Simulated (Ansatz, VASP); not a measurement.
## One calculation of MnS, two programs

The input POSCAR:

```
MnS
1.0
    0.0000000000      2.6045000000      2.6045000000
    2.6045000000      0.0000000000      2.6045000000
    2.6045000000      2.6045000000      0.0000000000
Mn S
1 1
Direct
    0.0000000000      0.0000000000      0.0000000000
    0.5000000000      0.5000000000      0.5000000000
```

File INCAR.step1:

```
SYSTEM = MnS
ALGO = Normal
EDIFF = 1E-4
ENCUT = 520
GGA = PE
ISMEAR = -1
ISPIN = 2
LASPH = .TRUE.
LCHARG = .FALSE.
LMAXMIX = 4
LREAL = .FALSE.
LWAVE = .TRUE.
MAGMOM = 4 0
NBANDS = 20
NELM = 150
PREC = Accurate
SIGMA = 0.05
```

Contents of INCAR.step2:

```
SYSTEM = MnS
ALGO = Normal
EDIFF = 1E-6
ENCUT = 520
ISIF = 2
ISMEAR = -1
ISPIN = 2
ISTART = 1
IVDW = 12
LASPH = .TRUE.
LCHARG = .FALSE.
LMAXMIX = 4
LMIXTAU = .TRUE.
LORBIT = 11
LREAL = .FALSE.
LWAVE = .FALSE.
MAGMOM = 4 0
METAGGA = R2SCAN
NBANDS = 20
NELM = 150
PREC = Accurate
SIGMA = 0.05
VDW_A1 = 0.49484001
VDW_A2 = 5.73083694
VDW_S6 = 1.0
VDW_S8 = 0.78981345
```

The input KPOINTS:

```
k-points
0
G
  9 9 9
  0 0 0
```

input.yaml

```yaml
crystal:
  lattice:
    - [0.0, 2.6045, 2.6045]
    - [2.6045, 0.0, 2.6045]
    - [2.6045, 2.6045, 0.0]
  atoms:
    - { symbol: Mn, position: [0.0, 0.0, 0.0], spin: 4.0 }
    - { symbol: S, position: [0.5, 0.5, 0.5] }
hamiltonian:
  xc: r2scan
  pseudopotentials: { kind: paw }
  dispersion: d3bj
magnetization:
  spin_polarized: true
kpoints:
  mp_grid: { grid: [9, 9, 9] }
scf:
  occupations: { method: fermi_dirac, width: 0.05 }
output:
  forces: true
  stress: true
  eigenvalues: true
```

Alike in both runs: task single point; functional r2SCAN; dispersion D3(BJ); k mesh 9 × 9 × 9; occupations fermi-dirac, width 0.05 eV; collinear spin.

|  | VASP | Ansatz |
| --- | --- | --- |
| version | VASP 6.6.1 | Ansatz 0.2.0 |
| potentials or method | VASP PAW PBE potentials, release 64 (Mn_pv, S) | Ansatz PAW |
| plane-wave cutoff (eV) | 520 | 500 |
| valence electrons in the cell | 19 | 21 |

```csv
,VASP,Ansatz,Ansatz less VASP
gap on the k mesh at the Fermi level (eV),none,none,-
pressure (GPa),-1.3,-1.3,+0.02
net moment per atom (μB),2.49,2.49,0.000
size of the moment on the site where the two differ most (μB),4.50,4.45,-0.046
```

VASP's potentials were made for PBE, not for r2SCAN. Site moments also hang on the region over which each program counts them. A gap of «none» marks a metal or a gap that the smearing closes. VASP's potentials hold 19 valence electrons a cell and Ansatz's 21, so a difference there can come from the potentials and not from the codes.

Noted on Ansatz's run: the magnetic or orbital state may not be the lowest.
